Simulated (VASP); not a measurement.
Set up this calculation in VASP 6.6.1, as the native input.

```yaml
Task: single point
Functional: r2SCAN
Potentials_or_basis: VASP PAW PBE potentials, release 64 (Pb_d)
Cutoff: 520 eV
k_mesh: 6 × 6 × 6
Occupations: fermi-dirac, width 0.1 eV
Spin: no spin polarisation
Dipole_correction: no
Further_INCAR_settings: ALGO = Normal; EDIFF = 1e-06; NBANDS = 13
```

The system is Pb.

```xyz
1
Lattice="0.0000 2.4774 2.4774 2.4774 0.0000 2.4774 2.4774 2.4774 0.0000" Properties=species:S:1:pos:R:3 pbc="T T T"
Pb    0.0000    0.0000    0.0000
```

These files were run (other wordings do the same):

POSCAR

```
Pb
1.0
    0.0000000000      2.4774478200      2.4774478200
    2.4774478200      0.0000000000      2.4774478200
    2.4774478200      2.4774478200      0.0000000000
Pb
1
Direct
    0.0000000000      0.0000000000      0.0000000000
```

INCAR.step1

```
PREC     = Accurate       # precision mode
ENCUT    = 520            # plane-wave cutoff, eV
ISMEAR   = -1             # smearing method
SIGMA    = 0.1            # smearing width, eV
LREAL    = F              # projectors in reciprocal space
LASPH    = T              # aspherical terms in the spheres
NELM     = 100            # most SCF steps
NBANDS   = 13             # bands
GGA      = PE             # functional
ALGO     = Normal         # electronic algorithm
EDIFF    = 1E-4           # SCF threshold, eV
LWAVE    = T              # write WAVECAR
LCHARG   = F              # write CHGCAR
```

INCAR.step2

```
PREC     = Accurate       # precision mode
ENCUT    = 520            # plane-wave cutoff, eV
EDIFF    = 1E-6           # SCF threshold, eV
ISMEAR   = -1             # smearing method
SIGMA    = 0.1            # smearing width, eV
LREAL    = F              # projectors in reciprocal space
LASPH    = T              # aspherical terms in the spheres
NELM     = 100            # most SCF steps
ALGO     = Normal         # electronic algorithm
ISIF     = 2              # what is computed and relaxed
LWAVE    = F              # write WAVECAR
LCHARG   = F              # write CHGCAR
METAGGA  = R2SCAN         # meta-GGA
LMIXTAU  = T            
NBANDS   = 13             # bands
ISTART   = 1
```

KPOINTS

```
Automatic mesh
0
Gamma
  6 6 6
```

Potentials or basis: VASP PAW PBE potentials, release 64 (Pb_d).

Launch:

```sh
$ cat potpaw_PBE.64/Pb_d/POTCAR > POTCAR
$ cp INCAR.step1 INCAR
$ mpirun -np 1 vasp_std > vasp.out
$ cp INCAR.step2 INCAR
$ mpirun -np 1 vasp_std > vasp.out
```

Results of the run:

| Quantity | Value |
| --- | --- |
| Pressure | 2.2 GPa |
| Band gap on the k mesh | zero (band 7 reaches 14.91 eV, above the bottom of band 8 at 5.56 eV) |

Caveat: the k points lie up to 0.37 Å⁻¹ apart; the PAW data sets were made with another functional, which shifts forces and pressure a little; spin-orbit coupling is left out, which moves the levels of the heavy elements.

It took 25 s on 1 thread of Intel(R) Xeon(R) 6975P-C (Granite Rapids), with other jobs on the host, peak memory 0.16 GiB.
